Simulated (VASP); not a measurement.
# Cu (I4/mmm) in VASP: further runs, part 2 of 2

VASP 6.6.1.

### 4 Single point, LDA

This run uses another cell than the first one, of 12.26 Å³/atom, 1.059 times its volume.

INCAR

```
PREC = Accurate
ENCUT = 520
EDIFF = 1E-7
ISMEAR = 1
SIGMA = 0.1
LREAL = False
LASPH = True
NELM = 100
ALGO = Normal
ISIF = 2
LWAVE = False
LCHARG = False
GGA = CA
NBANDS = 12
```

KPOINTS

```
Automatic mesh
0
Gamma
  14 14 14
```

POSCAR

```
Cu
1.0
   -1.4757018412      1.4757018412      1.4074681991
    1.4757018412     -1.4757018412      1.4074681991
    1.4757018412      1.4757018412     -1.4074681991
Cu
1
Direct
    0.0000000000      0.0000000000      0.0000000000
```

Potentials or basis: VASP PAW LDA potentials, release 64 (Cu).

Launch:

```
cat potpaw_LDA.64/Cu/POTCAR > POTCAR
mpirun -np 1 vasp_std > vasp.out
```

OUTCAR:

```text
PREC = Accurate
   ENCUT = 520
   EDIFF = 1E-7
   ISMEAR = 1
   LREAL = False
   LASPH = True
   NELM = 100
   ISIF = 2
   GGA = CA

 ion  position               nearest neighbor table
   1  0.000  0.000  0.000-

  LATTYP: Found a body centered tetragonal cell.
 ALAT       =     2.9514036824
 C/A-ratio  =     0.9537619049

  Lattice vectors:

 A1 = (  -1.4757018412,   1.4757018412,   1.4074681991)
 A2 = (   1.4757018412,  -1.4757018412,   1.4074681991)
 A3 = (   1.4757018412,   1.4757018412,  -1.4074681991)

Analysis of symmetry for initial positions (statically):
=====================================================================
 Subroutine PRICEL returns:
 Original cell was already a primitive cell.

 Routine SETGRP: Setting up the symmetry group for a
 body centered tetragonal supercell.

 Subroutine GETGRP returns: Found 16 space group operations
 (whereof 16 operations were pure point group operations)
 out of a pool of 16 trial point group operations.

The static configuration has the point symmetry D_4h.

Analysis of symmetry for dynamics (positions and initial velocities):
=====================================================================
 Subroutine PRICEL returns:
 Original cell was already a primitive cell.

 Routine SETGRP: Setting up the symmetry group for a
 body centered tetragonal supercell.

 Subroutine GETGRP returns: Found 16 space group operations
 (whereof 16 operations were pure point group operations)
 out of a pool of 16 trial point group operations.

The dynamic configuration has the point symmetry D_4h.

 Subroutine INISYM returns: Found 16 space group operations
 (whereof 16 operations are pure point group operations),
 and found     1 'primitive' translations

[... 111 lines left out ...]
     AMIX     =   0.40;   BMIX     =  1.00
     AMIX_MAG =   1.60;   BMIX_MAG =  1.00
  volume/ion in A,a.u.               =      12.26        82.74
  Fermi-wavevector in a.u.,A,eV,Ry     =   1.578970  2.983820 33.921300  2.493145
  Thomas-Fermi vector in A             =   2.679420
   LORBIT       =      0    0 simple, 1 ext, 2 COOP (PROOUT), +10 PAW based schemes
   GGA     = CA    functional components
   LHFCALC =     F    Hartree Fock is set to
   AEXX    =    0.0000 exact exchange contribution
   IVDW    =     0    specifies the selected vdW correction
   LEPSILON=     F    determine dielectric tensor
   LRPA    =     F    only Hartree local field effects (RPA)
 non-spin polarized calculation
 Methfessel and Paxton  Order N= 1 SIGMA  =   0.10
  energy-cutoff  :      520.00
  volume of cell :       12.26
 maximum number of plane-waves:       346
   NGX =  9   NGY =  9   NGZ =  9

 number of electron      11.0000002 magnetization

 Free energy of the ion-electron system (eV)
  ---------------------------------------------------
  ext. energy  EPLUGINS =         0.00000000
  ---------------------------------------------------
  free energy    TOTEN  =        -4.59323263 eV

  energy without entropy =       -4.59271093  energy(sigma->0) =       -4.59305873

 E-fermi :   6.8564     XC(G=0): -12.8876

 val. band max:        6.8392263799   @ k =   0.2143   0.1429   0.1429
 cond. band min:       6.8651179981   @ k =   0.5000   0.1429   0.0714
 fundamental gap:      0.0258916182
 Fermi energy:         6.8563981467

 k-point     1 :       0.0000    0.0000    0.0000
  band No.  band energies     occupation
      1      -2.1838      2.00000
      2       3.7208      2.00000
      3       3.8983      2.00000
      4       3.8983      2.00000
      5       4.7053      2.00000
      6       4.8967      2.00000
      7      31.1348      0.00000
      8      31.1348      0.00000
      9      32.3860      0.00000
     10      34.0921      0.00000
     11      34.0921      0.00000
     12      34.8578      0.00000
[... 331 lines left out ...]
 k-point    24 :       0.2857    0.1429    0.0000
  band No.  band energies     occupation
      1       1.9558      2.00000
      2       3.2662      2.00000
      3       3.7985      2.00000
      4       4.6832      2.00000
      5       5.0445      2.00000
      6       5.9205      2.00000
      7      15.5908      0.00000
      8      20.0226      0.00000
      9      24.0082      0.00000
     10      30.0470      0.00000
     11      33.9288      0.00000
     12      35.4580      0.00000

 [... further k-points ...]
[... 5 lines left out ...]
  --------------------------------------------------------------------------------------
  -------------------------------------------------------------------------------------
  Total       -1.1560044     -1.1560044     -1.2061522      0.0000000     -0.0000000      0.0000000
  in kB     -151.0686127   -151.0686127   -157.6220174      0.0000000     -0.0000000      0.0000000
  external PRESSURE =    -153.2530809 kB  Pullay stress =       0.0000000 kB

 VOLUME and BASIS-vectors are now :
 -----------------------------------------------------------------------------
  energy-cutoff  :      520.00
  volume of cell :       12.26
      direct lattice vectors                 reciprocal lattice vectors
    -1.475701841  1.475701841  1.407468199     0.000000000  0.338821831  0.355247813
     1.475701841 -1.475701841  1.407468199     0.338821831  0.000000000  0.355247813
     1.475701841  1.475701841 -1.407468199     0.338821831  0.338821831  0.000000000

 POSITION                                       TOTAL-FORCE (eV/Angst)
 -----------------------------------------------------------------------------------
      0.00000      0.00000      0.00000         0.000000     -0.000000     -0.000000
 -----------------------------------------------------------------------------------
    total drift:                                0.000000     -0.000000      0.000000

  FREE ENERGIE OF THE ION-ELECTRON SYSTEM (eV)
  ---------------------------------------------------
  free  energy   TOTEN  =        -4.5932326310 eV

  energy  without entropy=       -4.5927109340  energy(sigma->0) =       -4.59305873
```

Run time: 12 s. Hardware: 1 thread of Intel Xeon 6975P-C (Granite Rapids), shared host; peak memory 0.14 GiB.

What came out:

```yaml
Free_energy: -4.5932 eV
Pressure: -15.3 GPa
```

Levels at points of the mesh, in eV from the Fermi level:
```
           k point  band 4  band 5  band 6  band 7  band 8  band 9
(0.00, 0.00, 0.00)   -2.96   -2.15   -1.96   24.28   24.28   25.53
(0.50, 0.00, 0.00)   -1.88   -1.36   -0.33    4.31   16.54   16.82
(0.50, 0.50, 0.00)   -1.99   -1.38   -0.67    3.81   17.87   18.07
(0.50, 0.50, 0.50)   -1.54   -1.49    7.43    7.43    9.18   13.01
```

### 5 The runs side by side

```tsv
cell	gap on the mesh (eV)	pressure (GPa)
a = 2.469 Å, angles 108.2, 108.2, 112.0°, 1 atom	none	-8.5
a = 2.493 Å, angles 108.2, 108.2, 112.0°, 1 atom	none	-12.2
a = 2.517 Å, angles 108.2, 108.2, 112.0°, 1 atom	none	-15.3
```

Alike in all rows: task single point; level LDA; potentials or basis VASP PAW LDA potentials, release 64 (Cu); no spin polarisation; k mesh 14 × 14 × 14; cutoff (eV) 520; smearing methfessel-paxton 0.1 eV.

Absolute energies hang on the potentials; compare differences alone.
